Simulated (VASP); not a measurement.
# Mg2B3 (R-3m) in VASP: further runs, part 2 of 2

VASP 6.6.1.

## Step 3: Single point, PBE

This run uses another cell than the first one, of 11.43 Å³/atom.

Contents of INCAR:

```
ALGO = Normal ; EDIFF = 1E-7
ENCUT = 520 ; GGA = PE
ISIF = 2 ; ISMEAR = 0
LASPH = T ; LCHARG = F
LREAL = F ; LWAVE = F
NBANDS = 14 ; NELM = 100
PREC = Accurate ; SIGMA = 0.1
```

Contents of KPOINTS:

```
k-points
0
Gamma
  6 6 6
```

Contents of POSCAR:

```
Mg2B3
1.0
    1.5199942682      0.8775690999      7.1421467163
   -1.5199942682      0.8775690999      7.1421467163
    0.0000000000     -1.7551381999      7.1421467163
Mg B
2 3
Direct
    0.4173410242      0.4173410242      0.4173410242
    0.5826589758      0.5826589758      0.5826589758
    0.0000000000      0.0000000000      0.0000000000
    0.1661220571      0.1661220571      0.1661220571
    0.8338779429      0.8338779429      0.8338779429
```

Potentials or basis: VASP PAW PBE potentials, release 64 (Mg, B).

Run with:

```
cat potpaw_PBE.64/Mg/POTCAR potpaw_PBE.64/B/POTCAR > POTCAR
mpirun -np 1 vasp_std > vasp.out
```

OUTCAR:

```text
EDIFF = 1E-7
   ENCUT = 520
   GGA = PE
   ISIF = 2
   ISMEAR = 0
   LASPH = T
   LREAL = F
   NELM = 100
   PREC = Accurate

 ion  position               nearest neighbor table
   1  0.417  0.417  0.417-   4 2.49   4 2.49   4 2.49   5 2.50   5 2.50   5 2.50   3 2.51   3 2.51
                             3 2.51   2 3.54
   2  0.583  0.583  0.583-   5 2.49   5 2.49   5 2.49   4 2.50   4 2.50   4 2.50   3 2.51   3 2.51
                             3 2.51   1 3.54
   3  0.000  0.000  0.000-   2 2.51   2 2.51   1 2.51   1 2.51   2 2.51   1 2.51
   4  0.166  0.166  0.166-   5 1.76   5 1.76   5 1.76   1 2.49   1 2.49   1 2.49   2 2.50   2 2.50
                             2 2.50
   5  0.834  0.834  0.834-   4 1.76   4 1.76   4 1.76   2 2.49   2 2.49   2 2.49   1 2.50   1 2.50
                             1 2.50

  LATTYP: Found a trigonal (rhomboedric) cell.
 ALAT       =     7.3546427390
 COS(alpha) =     0.9145738697

  Lattice vectors:

 A1 = (   1.5199942682,   0.8775690999,   7.1421467163)
 A2 = (  -1.5199942682,   0.8775690999,   7.1421467163)
 A3 = (   0.0000000000,  -1.7551381999,   7.1421467163)

Analysis of symmetry for initial positions (statically):
=====================================================================
 Subroutine PRICEL returns:
 Original cell was already a primitive cell.

 Routine SETGRP: Setting up the symmetry group for a
 trigonal (rhombohedral) supercell.

 Subroutine GETGRP returns: Found 12 space group operations
 (whereof 12 operations were pure point group operations)
 out of a pool of 12 trial point group operations.

The static configuration has the point symmetry D_3d.

Analysis of symmetry for dynamics (positions and initial velocities):
=====================================================================
 Subroutine PRICEL returns:
 Original cell was already a primitive cell.

 Routine SETGRP: Setting up the symmetry group for a
 trigonal (rhombohedral) supercell.

 Subroutine GETGRP returns: Found 12 space group operations
 (whereof 12 operations were pure point group operations)
[... 144 lines left out ...]
   NGX = 27   NGY = 27   NGZ = 27

 number of electron      13.0000000 magnetization

 Free energy of the ion-electron system (eV)
  ---------------------------------------------------
  ext. energy  EPLUGINS =         0.00000000
  ---------------------------------------------------
  free energy    TOTEN  =       -21.54716570 eV

  energy without entropy =      -21.54329641  energy(sigma->0) =      -21.54523106

 E-fermi :   4.4263     XC(G=0): -10.3321

 val. band max:        4.4181140008   @ k =   0.5000   0.1667   0.0000
 cond. band min:       4.6313570377   @ k =  -0.1667   0.3333   0.1667
 fundamental gap:      0.2132430369
 Fermi energy:         4.4263226160

 k-point     1 :       0.0000    0.0000    0.0000
  band No.  band energies     occupation
      1      -7.6451      2.00000
      2      -4.3669      2.00000
      3      -2.4978      2.00000
      4       2.6314      2.00000
      5       5.1239      0.00000
      6       5.1239      0.00000
      7       6.3615      0.00000
      8       8.7524      0.00000
      9       8.7524      0.00000
     10      11.2192      0.00000
     11      11.2192      0.00000
     12      13.3462      0.00000
     13      13.4732      0.00000
     14      14.1584      0.00000
[... 377 lines left out ...]
      1      -4.3282      2.00000
      2      -1.6648      2.00000
      3      -1.3820      2.00000
      4       0.9482      2.00000
      5       2.1165      2.00000
      6       2.3670      2.00000
      7       3.2734      2.00000
      8       5.0068      0.00000
      9       5.7420      0.00000
     10       9.2274      0.00000
     11      10.5858      0.00000
     12      11.6202      0.00000
     13      11.8985      0.00000
     14      13.3356      0.00000

 [... further k-points ...]

------------------------ aborting loop because EDIFF is reached ----------------------------------------

  FORCE on cell =-STRESS in cart. coord.  units (eV):
  Direction    XX          YY          ZZ          XY          YZ          ZX
  --------------------------------------------------------------------------------------
  -------------------------------------------------------------------------------------
  Total       -0.0675037     -0.0675037     -0.1423554      0.0000000      0.0000000      0.0000000
  in kB       -1.8920603     -1.8920603     -3.9900763      0.0000000      0.0000000      0.0000000
  external PRESSURE =      -2.5913989 kB  Pullay stress =       0.0000000 kB

 VOLUME and BASIS-vectors are now :
 -----------------------------------------------------------------------------
  energy-cutoff  :      520.00
  volume of cell :       57.16
      direct lattice vectors                 reciprocal lattice vectors
     1.519994268  0.877569100  7.142146716     0.328948609  0.189918568  0.046671309
    -1.519994268  0.877569100  7.142146716    -0.328948609  0.189918568  0.046671309
     0.000000000 -1.755138200  7.142146716     0.000000000 -0.379837136  0.046671309

 POSITION                                       TOTAL-FORCE (eV/Angst)
 -----------------------------------------------------------------------------------
      0.00000     -0.00000      8.94213         0.000000     -0.000000      0.005816
      0.00000     -0.00000     12.48431         0.000000      0.000000     -0.005816
      0.00000      0.00000      0.00000         0.000000      0.000000      0.000000
      0.00000     -0.00000      3.55940         0.000000     -0.000000      0.009049
      0.00000     -0.00000     17.86704         0.000000      0.000000     -0.009049
 -----------------------------------------------------------------------------------
    total drift:                               -0.000000     -0.000000     -0.000000

  FREE ENERGIE OF THE ION-ELECTRON SYSTEM (eV)
  ---------------------------------------------------
  free  energy   TOTEN  =       -21.5471657028 eV

  energy  without entropy=      -21.5432964106  energy(sigma->0) =      -21.54523106
```

OSZICAR:

```text
N       E                     dE             d eps       ncg     rms          rms(c)
DAV:   1     0.153899783253E+02    0.15390E+02   -0.50614E+03   896   0.755E+02
DAV:   2    -0.223921901002E+02   -0.37782E+02   -0.34537E+02  1256   0.121E+02
DAV:   3    -0.241593883841E+02   -0.17672E+01   -0.17538E+01  1166   0.237E+01
DAV:   4    -0.241685487802E+02   -0.91604E-02   -0.91576E-02  1046   0.201E+00
DAV:   5    -0.241686308632E+02   -0.82083E-04   -0.82082E-04  1148   0.194E-01    0.600E+00
DAV:   6    -0.218449314685E+02    0.23237E+01   -0.64880E+00  1102   0.102E+01    0.310E+00
DAV:   7    -0.215821194435E+02    0.26281E+00   -0.85361E-01  1034   0.460E+00    0.144E+00
DAV:   8    -0.215489655039E+02    0.33154E-01   -0.10437E-01  1160   0.168E+00    0.551E-01
DAV:   9    -0.215473727293E+02    0.15928E-02   -0.75948E-03  1206   0.611E-01    0.781E-02
DAV:  10    -0.215471836575E+02    0.18907E-03   -0.10709E-03  1136   0.197E-01    0.329E-02
DAV:  11    -0.215471717505E+02    0.11907E-04   -0.21221E-04  1142   0.884E-02    0.124E-02
DAV:  12    -0.215471668288E+02    0.49217E-05   -0.37751E-05  1118   0.345E-02    0.515E-03
DAV:  13    -0.215471657248E+02    0.11040E-05   -0.37796E-06  1180   0.112E-02    0.146E-03
DAV:  14    -0.215471657028E+02    0.22055E-07   -0.83500E-07  1100   0.525E-03
   1 F= -.21547166E+02 E0= -.21545231E+02  d E =-.386929E-02
```

It took 2.4 min on 1 thread of Intel Xeon 8259CL, shared host; peak memory 0.4 GiB.

Results:

```
Free energy            : -21.5472 eV
Pressure               : -0.3 GPa
Largest force          : 0.009 eV/Å
Band gap on the k mesh : zero (an odd number of electrons rules out a gap without spin polarisation)
```

Forces in eV/Å, atoms in the order of the input:
```
Mg   0.000  0.000  0.006
Mg   0.000  0.000 -0.006
B    0.000  0.000  0.000
B    0.000  0.000  0.009
B    0.000  0.000 -0.009
```

Stress tensor (GPa, compression positive):
```
-0.19  0.00  0.00
 0.00 -0.19  0.00
 0.00  0.00 -0.40
```

Caveat: the k points lie up to 0.40 Å⁻¹ apart, too coarse for converged energies and pressures of a metal; an odd number of electrons without spin polarisation forces a metal; a magnetic or distorted state may lie lower.

## Step 4: Relaxation of cell and atoms, PBE

Contents of INCAR:

```
SYSTEM = Mg2B3
PREC = Accurate ; ENCUT = 600
EDIFF = 1E-7 ; ISMEAR = 0
SIGMA = 0.1 ; LREAL = .False.
LASPH = .True. ; NELM = 80
ALGO = Normal ; ISIF = 3
LWAVE = .False. ; LCHARG = .False.
GGA = PE ; IBRION = 2
NSW = 90 ; EDIFFG = -0.04
```

Contents of KPOINTS:

```
Automatic mesh
0
Gamma
  6 6 6
  0 0 0
```

Contents of POSCAR:

```
Mg2B3
1.0
    1.5123271500      0.8731424900      6.9687019600
   -1.5123271500      0.8731424900      6.9687019600
    0.0000000000     -1.7462849800      6.9687019600
Mg B
2 3
Direct
    0.4007999900      0.4007999900      0.4007999900
    0.5992000100      0.5992000100      0.5992000100
    0.0000000000      0.0000000000      0.0000000000
    0.2117000100      0.2117000100      0.2117000100
    0.7882999900      0.7882999900      0.7882999900
```

Run with:

```
cat potpaw_PBE.64/Mg/POTCAR potpaw_PBE.64/B/POTCAR > POTCAR
mpirun -np 1 vasp_std > vasp.out
```

Wall time 30 min (1 thread of Intel Xeon 8259CL, shared host); peak memory 0.55 GiB.

The run converged. Its results:

- Free energy: -21.5492 eV
- Relaxed volume: 11.41 Å³/atom
- Relaxed cell: a = 7.349 Å, b = 7.349 Å, c = 7.349 Å, α = 23.86°, β = 23.86°, γ = 23.86°
- Space group after relaxing (to 0.1 Å): R-3m (No. 166)
- Energy gained by relaxing: 1686.8 meV/atom
- Ionic steps: 18
- Pressure after relaxing: 0.0 GPa
- Largest force after relaxing: 0.023 eV/Å
- Band gap on the k mesh: zero (an odd number of electrons rules out a gap without spin polarisation)

Forces on the atoms (eV/Å):
```
Mg   0.000  0.000 -0.023
Mg   0.000  0.000  0.023
B    0.000  0.000  0.000
B    0.000  0.000  0.014
B    0.000  0.000 -0.014
```

Stress tensor (GPa, compression positive):
```
 0.04  0.00  0.00
 0.00  0.04  0.00
 0.00  0.00 -0.15
```

The path:
```tsv
step	energy change (eV)	largest force (eV/Å)	pressure (GPa)	volume (Å³)
1	0.0000	5.8218	30.49	55.21
2	-3.0285	2.7190	-9.03	73.76
3	-3.0391	2.6474	-9.82	74.74
4	-4.4317	3.3434	-9.20	69.28
5	-7.3885	2.2717	10.64	54.50
6	-7.4055	2.0268	5.70	56.75
7	-7.4329	2.1541	7.98	55.67
8	-7.5041	2.4928	-2.59	58.61
9	-7.7182	1.4480	1.61	57.19
10	-8.0915	0.9613	-3.16	58.82
11	-8.1748	0.5578	-5.79	60.02
12	-8.3575	0.7554	2.42	55.75
13	-8.3612	0.7052	1.25	56.21
14	-8.4001	0.3380	2.79	55.96
15	-8.4223	0.2445	2.12	56.07
16	-8.4311	0.0570	-1.31	57.70
17	-8.4333	0.0875	-0.29	57.19
18	-8.4341	0.0228	-0.03	57.05
```

Final structure:
```yaml
crystal:
  lattice:
    - [1.51906, 0.87703, 7.13637]
    - [-1.51906, 0.87703, 7.13637]
    - [0.00000, -1.75406, 7.13637]
  atoms:
    - { symbol: Mg, position: [0.41746, 0.41746, 0.41746] }
    - { symbol: Mg, position: [0.58254, 0.58254, 0.58254] }
    - { symbol: B, position: [0.00000, 0.00000, 0.00000] }
    - { symbol: B, position: [0.16610, 0.16610, 0.16610] }
    - { symbol: B, position: [0.83390, 0.83390, 0.83390] }
```

Levels at points of the mesh, in eV from the Fermi level:
| k point | band 3 | band 4 | band 5 | band 6 | band 7 | band 8 | band 9 | band 10 |
| --- | --- | --- | --- | --- | --- | --- | --- | --- |
| (0.00, 0.00, 0.00) | -6.94 | -1.79 | 0.69 | 0.69 | 1.94 | 4.34 | 4.34 | 6.78 |
| (0.50, 0.00, 0.00) | -5.20 | -3.70 | -2.67 | -1.98 | -0.16 | 0.50 | 2.53 | 4.08 |
| (0.50, 0.50, 0.00) | -5.40 | -3.61 | -1.98 | -1.96 | -1.25 | 1.14 | 2.55 | 3.40 |
| (0.50, 0.50, 0.50) | -5.34 | -3.98 | 0.68 | 0.68 | 4.36 | 4.36 | 5.55 | 6.78 |

Caveat: the k points lie up to 0.40 Å⁻¹ apart in the final cell, too coarse for converged energies and pressures of a metal; an odd number of electrons without spin polarisation forces a metal; a magnetic or distorted state may lie lower.

## Step 5: Single point, PBE

This run uses another cell than the first one, of 11.37 Å³/atom.

Contents of INCAR:

```
PREC = Accurate
ENCUT = 520
EDIFF = 1E-6
ISMEAR = 0
SIGMA = 0.1
LREAL = False
LASPH = True
NELM = 80
ALGO = Normal
ISIF = 2
LWAVE = False
LCHARG = False
GGA = PE
NBANDS = 14
```

Contents of KPOINTS:

```
regular mesh
0
Gamma
  12 12 12
```

Contents of POSCAR:

```
Mg2B3
1.0
    1.5264747186      0.8813105897      7.0451122935
   -1.5264747186      0.8813105897      7.0451122935
    0.0000000000     -1.7626211794      7.0451122935
Mg B
2 3
Direct
    0.4146781308      0.4146781308      0.4146781308
    0.5853218692      0.5853218692      0.5853218692
    0.0000000000      0.0000000000      0.0000000000
    0.1660233345      0.1660233345      0.1660233345
    0.8339766655      0.8339766655      0.8339766655
```

Run with:

```
cat potpaw_PBE.64/Mg/POTCAR potpaw_PBE.64/B/POTCAR > POTCAR
mpirun -np 1 vasp_std > vasp.out
```

Wall time 14 min (1 thread of Intel Xeon 8259CL, shared host); peak memory 0.48 GiB.

Results (log left out):

```
Free energy            : -21.5064 eV
Pressure               : -0.2 GPa
Largest force          : 0.008 eV/Å
Band gap on the k mesh : zero (an odd number of electrons rules out a gap without spin polarisation)
```

Forces in eV/Å, atoms in the order of the input:
```
Mg   0.000  0.000  0.008
Mg   0.000  0.000 -0.008
B    0.000  0.000  0.000
B    0.000  0.000 -0.007
B    0.000  0.000  0.007
```

Stress tensor (GPa, compression positive):
```
-0.18  0.00  0.00
 0.00 -0.18  0.00
 0.00  0.00 -0.29
```

Levels at points of the mesh, in eV from the Fermi level:
```tsv
k point	band 4	band 5	band 6	band 7	band 8	band 9
(0.00, 0.00, 0.00)	-1.49	0.62	0.62	2.34	4.43	4.43
(0.50, 0.00, 0.00)	-3.59	-2.54	-1.99	-0.07	0.70	2.61
(0.50, 0.50, 0.00)	-3.47	-2.00	-1.82	-1.13	1.30	2.64
(0.50, 0.50, 0.50)	-3.73	0.62	0.62	4.45	4.45	6.01
```

Caveat: an odd number of electrons without spin polarisation forces a metal; a magnetic or distorted state may lie lower.

## Step 6: Relaxation of cell and atoms, PBE

This run uses another cell than the first one, of 11.43 Å³/atom.

Contents of INCAR:

```
SYSTEM = Mg2B3
PREC     = Accurate       ! precision mode
ENCUT    = 600            ! plane-wave cutoff, eV
EDIFF    = 1E-7           ! SCF threshold, eV
ISMEAR   = 0              ! smearing method
SIGMA    = 0.1            ! smearing width, eV
LREAL    = .False.        ! projectors in reciprocal space
LASPH    = .True.         ! aspherical terms in the spheres
NELM     = 100            ! most SCF steps
ALGO     = Normal         ! electronic algorithm
ISIF     = 3              ! what is computed and relaxed
LWAVE    = .False.        ! write WAVECAR
LCHARG   = .False.        ! write CHGCAR
GGA      = PE             ! functional
IBRION   = 2              ! ionic algorithm
NSW      = 100            ! ionic steps
EDIFFG   = -0.01          ! ionic threshold
```

Contents of KPOINTS:

```
Automatic mesh
0
Gamma
  12 12 12
  0 0 0
```

Contents of POSCAR:

```
Mg2B3
1.0
    1.5199942682      0.8775690999      7.1421467163
   -1.5199942682      0.8775690999      7.1421467163
    0.0000000000     -1.7551381999      7.1421467163
Mg B
2 3
Direct
    0.4173410242      0.4173410242      0.4173410242
    0.5826589758      0.5826589758      0.5826589758
    0.0000000000      0.0000000000      0.0000000000
    0.1661220571      0.1661220571      0.1661220571
    0.8338779429      0.8338779429      0.8338779429
```

Potentials or basis: VASP PAW PBE potentials, release 64 (Mg, B).

Run with:

```
cat potpaw_PBE.64/Mg/POTCAR potpaw_PBE.64/B/POTCAR > POTCAR
mpirun -np 1 vasp_std > vasp.out
```

It took 45 min on 1 thread of Intel Xeon 8259CL, shared host; peak memory 0.63 GiB.

It converged, with:

| Property | Result |
| --- | --- |
| Free energy | -21.5091 eV |
| Relaxed volume | 11.35 Å³/atom |
| Relaxed cell | a = 7.253 Å, b = 7.253 Å, c = 7.253 Å, α = 24.29°, β = 24.29°, γ = 24.29° |
| Space group after relaxing (to 0.1 Å) | R-3m (No. 166) |
| Energy gained by relaxing | 4.2 meV/atom |
| Ionic steps | 7 |
| Pressure after relaxing | 0.0 GPa |
| Largest force after relaxing | 0.004 eV/Å |
| Band gap on the k mesh | zero (an odd number of electrons rules out a gap without spin polarisation) |

Forces in eV/Å, atoms in the order of the input:
```
Mg   0.000  0.000  0.004
Mg   0.000  0.000 -0.004
B    0.000  0.000  0.000
B    0.000  0.000  0.002
B    0.000  0.000 -0.002
```

The path:
```csv
step,energy change (eV),largest force (eV/Å),pressure (GPa),volume (Å³)
1,0.0000,0.2919,-0.30,57.16
2,-0.0101,0.2207,-0.14,56.98
3,-0.0194,0.0293,0.46,56.48
4,-0.0197,0.0588,0.36,56.56
5,-0.0206,0.0155,-0.20,56.84
6,-0.0206,0.0139,-0.22,56.85
7,-0.0208,0.0038,0.04,56.73
```

Final structure:
```yaml
crystal:
  lattice:
    - [1.52565, 0.88083, 7.03584]
    - [-1.52565, 0.88083, 7.03584]
    - [0.00000, -1.76166, 7.03584]
  atoms:
    - { symbol: Mg, position: [0.41470, 0.41470, 0.41470] }
    - { symbol: Mg, position: [0.58530, 0.58530, 0.58530] }
    - { symbol: B, position: [0.00000, 0.00000, 0.00000] }
    - { symbol: B, position: [0.16599, 0.16599, 0.16599] }
    - { symbol: B, position: [0.83401, 0.83401, 0.83401] }
```

Levels at points of the mesh, in eV from the Fermi level:
```tsv
k point	band 4	band 5	band 6	band 7	band 8	band 9
(0.00, 0.00, 0.00)	-1.48	0.62	0.62	2.36	4.43	4.43
(0.50, 0.00, 0.00)	-3.59	-2.54	-2.00	-0.07	0.71	2.61
(0.50, 0.50, 0.00)	-3.48	-2.00	-1.83	-1.13	1.30	2.64
(0.50, 0.50, 0.50)	-3.72	0.61	0.61	4.46	4.46	6.04
```

Caveat: an odd number of electrons without spin polarisation forces a metal; a magnetic or distorted state may lie lower.

## Step 7: The runs side by side

```csv
task,cell,k mesh,cutoff (eV),gap on the mesh (eV),pressure (GPa),relaxed volume (Å³/atom),largest force (eV/Å)
single point,"a = 7.184 Å, angles 24.3°, 5 atoms, atomic positions A",6 × 6 × 6,520,none,30.5,-,5.82
single point,"a = 7.355 Å, angles 23.9°, 5 atoms, atomic positions B",6 × 6 × 6,520,none,-0.3,-,0.01
relaxation of cell and atoms,"relaxed from a = 7.184 Å, angles 24.3°, 5 atoms, atomic positions A",6 × 6 × 6,600,none,0.0,11.41,0.02
single point,"a = 7.262 Å, angles 24.3°, 5 atoms, atomic positions C",12 × 12 × 12,520,none,-0.2,-,0.01
relaxation of cell and atoms,"relaxed from a = 7.355 Å, angles 23.9°, 5 atoms, atomic positions B",12 × 12 × 12,600,none,0.0,11.35,-
```

Alike in all rows: level PBE; potentials or basis VASP PAW PBE potentials, release 64 (Mg, B); no spin polarisation; smearing gaussian 0.1 eV.

Caveats: some runs use coarse meshes; an odd number of electrons without spin polarisation forces a metal; a magnetic or distorted state may lie lower.

Total energies depend on the potentials used, so only differences within one code and one set of settings carry meaning.

The gap in the log of VASP goes by the Fermi energy; the results here count the filled bands.